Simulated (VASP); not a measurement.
# BP (F-43m) in VASP: a series of runs, part 2 of 2

VASP 6.6.1.

## (4) Single point, BLYP+D3(BJ)

Input file INCAR:

```
AGGAC = 1.0
AGGAX = 1.0
ALDAC = 0.0
ALDAX = 1.0
ALGO = Normal
EDIFF = 1E-6
ENCUT = 520
GGA = B5
ISIF = 2
ISMEAR = -1
IVDW = 12
LASPH = True
LCHARG = False
LREAL = False
LWAVE = False
NBANDS = 11
NELM = 60
PREC = Accurate
SIGMA = 0.05
VDW_A1 = 0.4298
VDW_A2 = 4.2359
VDW_S6 = 1.0
VDW_S8 = 2.6996
```

Input file KPOINTS:

```
k-points
0
Gamma
  10 10 10
```

Input file POSCAR:

```
BP
1.0
    0.0000000000      2.2226808807      2.2226808807
    2.2226808807      0.0000000000      2.2226808807
    2.2226808807      2.2226808807      0.0000000000
P B
1 1
Direct
    0.7500000000      0.7500000000      0.7500000000
    0.0000000000      0.0000000000      0.0000000000
```

Potentials or basis: VASP PAW PBE potentials, release 64 (P, B).

Run with:

```
cat potpaw_PBE.64/P/POTCAR potpaw_PBE.64/B/POTCAR > POTCAR
mpirun -np 1 vasp_std > vasp.out
```

OUTCAR:

```text
EDIFF = 1E-6
   ENCUT = 520
   GGA = B5
   ISIF = 2
   ISMEAR = -1
   IVDW = 12
   LASPH = True
   LREAL = False
   NELM = 60
   PREC = Accurate
 IVDW          = 12

 ion  position               nearest neighbor table
   1  0.750  0.750  0.750-   2 1.92   2 1.92   2 1.92   2 1.92
   2  0.000  0.000  0.000-   1 1.92   1 1.92   1 1.92   1 1.92

  LATTYP: Found a face centered cubic cell.
 ALAT       =     4.4453617614

  Lattice vectors:

 A1 = (   0.0000000000,   2.2226808807,   2.2226808807)
 A2 = (   2.2226808807,   0.0000000000,   2.2226808807)
 A3 = (   2.2226808807,   2.2226808807,   0.0000000000)

Analysis of symmetry for initial positions (statically):
=====================================================================
 Subroutine PRICEL returns:
 Original cell was already a primitive cell.

 Routine SETGRP: Setting up the symmetry group for a
 face centered cubic supercell.

 Subroutine GETGRP returns: Found 24 space group operations
 (whereof 24 operations were pure point group operations)
 out of a pool of 48 trial point group operations.

The static configuration has the point symmetry T_d .

Analysis of symmetry for dynamics (positions and initial velocities):
=====================================================================
 Subroutine PRICEL returns:
 Original cell was already a primitive cell.

 Routine SETGRP: Setting up the symmetry group for a
 face centered cubic supercell.

 Subroutine GETGRP returns: Found 24 space group operations
 (whereof 24 operations were pure point group operations)
 out of a pool of 48 trial point group operations.

The dynamic configuration has the point symmetry T_d .

 Subroutine INISYM returns: Found 24 space group operations
 (whereof 24 operations are pure point group operations),
 and found     1 'primitive' translations

----------------------------------------------------------------------------------------

                                     Primitive cell

  volume of cell :      21.9615

  direct lattice vectors                    reciprocal lattice vectors
     0.000000000  2.222680881  2.222680881    -0.224953570  0.224953570  0.224953570
     2.222680881  0.000000000  2.222680881     0.224953570 -0.224953570  0.224953570
     2.222680881  2.222680881  0.000000000     0.224953570  0.224953570 -0.224953570

  length of vectors
     3.143345446  3.143345446  3.143345446     0.389631013  0.389631013  0.389631013

  position of ions in fractional coordinates (direct lattice)
     0.750000000  0.750000000  0.750000000
     0.000000000  0.000000000  0.000000000

  ion indices of the primitive-cell ions
   primitive index   ion index
                 1           1
                 2           2

----------------------------------------------------------------------------------------

 KPOINTS: k-points

Automatic generation of k-mesh.
 Grid dimensions read from file:
 generate k-points for:   10   10   10

 Generating k-lattice:

  Cartesian coordinates                     Fractional coordinates (reciprocal lattice)
    -0.022495357  0.022495357  0.022495357     0.100000000  0.000000000  0.000000000
     0.022495357 -0.022495357  0.022495357     0.000000000  0.100000000  0.000000000
     0.022495357  0.022495357 -0.022495357     0.000000000  0.000000000  0.100000000

  Length of vectors
     0.038963101  0.038963101  0.038963101

  Shift w.r.t. Gamma in fractional coordinates (k-lattice)
     0.000000000  0.000000000  0.000000000

 Subroutine IBZKPT returns following result:
 ===========================================

 Found     47 irreducible k-points:

 Following reciprocal coordinates:
            Coordinates               Weight
  0.000000  0.000000  0.000000      1.000000
  0.100000  0.000000  0.000000      8.000000
  0.200000  0.000000  0.000000      8.000000
  0.300000  0.000000  0.000000      8.000000
  0.400000  0.000000  0.000000      8.000000
  0.500000  0.000000  0.000000      4.000000
[... 16 lines left out ...]
  0.300000  0.300000  0.000000      6.000000
  0.400000  0.300000  0.000000     24.000000
 [... further k-points ...]
   k-points           NKPTS =     47   k-points in BZ     NKDIM =     47   number of bands    NBANDS=     11
   number of dos      NEDOS =    301   number of ions     NIONS =      2
   total plane-waves  NPLWV =  13824
   dimension x,y,z NGX =    24 NGY =   24 NGZ =   24
   dimension x,y,z NGXF=    48 NGYF=   48 NGZF=   48
   ions per type =               1   1
   NGX,Y,Z   is equivalent  to a cutoff of  12.69, 12.69, 12.69 a.u.
   NGXF,Y,Z  is equivalent  to a cutoff of  25.39, 25.39, 25.39 a.u.
 SYSTEM =  unknown system
   PREC   = accura    normal or accurate (medium, high low for compatibility)
   ISTART =      0    job   : 0-new  1-cont  2-samecut
   ICHARG =      2    charge: 1-file 2-atom 10-const
   ISPIN  =      1    spin polarized calculation?
   LNONCOLLINEAR =      F non collinear calculations
   LSORBIT =      F    spin-orbit coupling
   LASPH  =      T    aspherical Exc in radial PAW
   ENCUT  =  520.0 eV  38.22 Ry    6.18 a.u.   5.84  5.84  5.84*2*pi/ulx,y,z
   NELM   =     60;   NELMIN=  2; NELMDL= -5     # of ELM steps
   EDIFF  = 0.1E-05   stopping-criterion for ELM
   LREAL  =      F    real-space projection
   EDIFFG = 0.1E-04   stopping-criterion for IOM
   NSW    =      0    number of steps for IOM
   IBRION =     -1    ionic relax: 0-MD 1-quasi-New 2-CG
   NFREE  =      0    steps in history (QN), initial steepest desc. (CG)
   ISIF   =      2    stress and relaxation
   ISYM   =      2    0-nonsym 1-usesym 2-fastsym
   POTIM  = 0.5000    time-step for ionic-motion
   TEBEG  =    0.0;   TEEND  =   0.0 temperature during run
   PSTRESS=    0.0 pullay stress
   NELECT =       8.0000    total number of electrons
   NUPDOWN=      -1.0000    fix difference up-down
   EMIN   =  10.00;   EMAX   =-10.00  energy-range for DOS
[... 5 lines left out ...]
     AMIX     =   0.40;   BMIX     =  1.00
     AMIX_MAG =   1.60;   BMIX_MAG =  1.00
  volume/ion in A,a.u.               =      10.98        74.10
  Fermi-wavevector in a.u.,A,eV,Ry     =   1.169188  2.209445 18.599175  1.367001
  Thomas-Fermi vector in A             =   2.305664
   LORBIT       =      0    0 simple, 1 ext, 2 COOP (PROOUT), +10 PAW based schemes
   GGA     = B5    functional components
   LHFCALC =     F    Hartree Fock is set to
   AEXX    =    0.0000 exact exchange contribution
   IVDW    =    12    specifies the selected vdW correction
   LEPSILON=     F    determine dielectric tensor
   LRPA    =     F    only Hartree local field effects (RPA)
 non-spin polarized calculation
  energy-cutoff  :      520.00
  volume of cell :       21.96
 maximum number of plane-waves:       609
   NGX = 11   NGY = 11   NGZ = 11

 number of electron       8.0000000 magnetization

 Free energy of the ion-electron system (eV)
  ---------------------------------------------------
  ext. energy  EPLUGINS =         0.00000000
  ---------------------------------------------------
  free energy    TOTEN  =       -11.46285362 eV

  energy without entropy =      -11.46285362  energy(sigma->0) =      -11.46285362

 E-fermi :   9.2427     XC(G=0): -10.4800

 val. band max:        8.5283359793   @ k =   0.0000   0.0000   0.0000
 cond. band min:       9.9949242232   @ k =   0.4000   0.4000   0.0000
 fundamental gap:      1.4665882439
 Fermi energy:         9.2427126809

 k-point     1 :       0.0000    0.0000    0.0000
  band No.  band energies     occupation
      1      -7.3101      2.00000
      2       8.5283      2.00000
      3       8.5283      2.00000
      4       8.5283      2.00000
      5      12.2178      0.00000
      6      12.2178      0.00000
      7      12.2178      0.00000
      8      16.9756      0.00000
      9      20.9079      0.00000
     10      21.1060      0.00000
     11      21.1060      0.00000
[... 309 lines left out ...]
 k-point    24 :       0.4000    0.3000    0.0000
  band No.  band energies     occupation
      1      -4.2423      2.00000
      2       2.3245      2.00000
      3       4.3794      2.00000
      4       4.9189      2.00000
      5      10.5813      0.00000
      6      12.4614      0.00000
      7      18.5267      0.00000
      8      18.5707      0.00000
      9      23.3366      0.00000
     10      24.3875      0.00000
     11      26.6850      0.00000

 [... further k-points ...]

------------------------ aborting loop because EDIFF is reached ----------------------------------------

 Edisp (eV)   -1.45926

 E8    (eV) :    -0.9862

  FORCE on cell =-STRESS in cart. coord.  units (eV):
  Direction    XX          YY          ZZ          XY          YZ          ZX
  --------------------------------------------------------------------------------------
  -------------------------------------------------------------------------------------
  Total       0.96862     0.96862     0.96862     0.00000     0.00000     0.00000
  in kB      70.66471    70.66471    70.66471     0.00000     0.00000     0.00000
  external pressure =       70.66 kB  Pullay stress =        0.00 kB

 VOLUME and BASIS-vectors are now :
 -----------------------------------------------------------------------------
  energy-cutoff  :      520.00
  volume of cell :       21.96
      direct lattice vectors                 reciprocal lattice vectors
     0.000000000  2.222680881  2.222680881    -0.224953570  0.224953570  0.224953570
     2.222680881  0.000000000  2.222680881     0.224953570 -0.224953570  0.224953570
     2.222680881  2.222680881  0.000000000     0.224953570  0.224953570 -0.224953570

 POSITION                                       TOTAL-FORCE (eV/Angst)
 -----------------------------------------------------------------------------------
      3.33402      3.33402      3.33402        -0.000000     -0.000000     -0.000000
      0.00000      0.00000      0.00000         0.000000      0.000000      0.000000
 -----------------------------------------------------------------------------------
    total drift:                                0.000000      0.000000      0.000000

  FREE ENERGIE OF THE ION-ELECTRON SYSTEM (eV)
  ---------------------------------------------------
  free  energy   TOTEN  =       -12.9221177384 eV

  energy  without entropy=      -12.9221177322  energy(sigma->0) =      -12.92211774
```

stdout:

```text
POSCAR found type information on POSCAR P B
 POSCAR found :  2 types and       2 ions
 scaLAPACK will be used
 -----------------------------------------------------------------------------
|                                                                             |
|                                                                             |
|     You enforced a specific xc type in the INCAR file but a different       |
|     I HOPE YOU KNOW WHAT YOU ARE DOING!                                     |
|                                                                             |
 -----------------------------------------------------------------------------

 LDA part: xc-table for (Slater(with rela. corr.)+VWN5), standard interpolation
 POSCAR, INCAR and KPOINTS ok, starting setup
 FFT: planning ... GRIDC
 FFT: planning ... GRID_SOFT
 FFT: planning ... GRID
 WAVECAR not read
 entering main loop
```

Wall time 8.6 s (1 thread of Intel Xeon 6975P-C, shared host); peak memory 0.14 GiB.

What came out:

| Property | Result |
| --- | --- |
| Free energy | -12.9221 eV |
| Pressure | 7.1 GPa |
| Band gap on the k mesh | 1.47 eV, indirect (least direct gap 3.69 eV) |
| Dispersion energy per atom | -0.730 eV |

Caveat: the PAW data sets were made with another functional, which shifts forces and pressure a little. A k mesh can miss the band edges.

## (5) Summary

| level | cell | gap on the mesh (eV) | pressure (GPa) |
| --- | --- | --- | --- |
| revPBE | a = 3.143 Å, angles 60.0°, 2 atoms | 1.15 | 14.5 |
| revPBE | a = 3.165 Å, angles 60.0°, 2 atoms | 1.18 | 10.3 |
| BLYP+D3(BJ) | a = 3.143 Å, angles 60.0°, 2 atoms | 1.47 | 7.1 |

Alike in all rows: task single point; potentials or basis VASP PAW PBE potentials, release 64 (P, B); no spin polarisation; k mesh 10 × 10 × 10; cutoff (eV) 520; smearing fermi-dirac 0.05 eV.

Caveats: the PAW data sets were made with another functional, which shifts forces and pressure a little.

Total energies depend on the potentials used, so only differences within one code and one set of settings carry meaning.
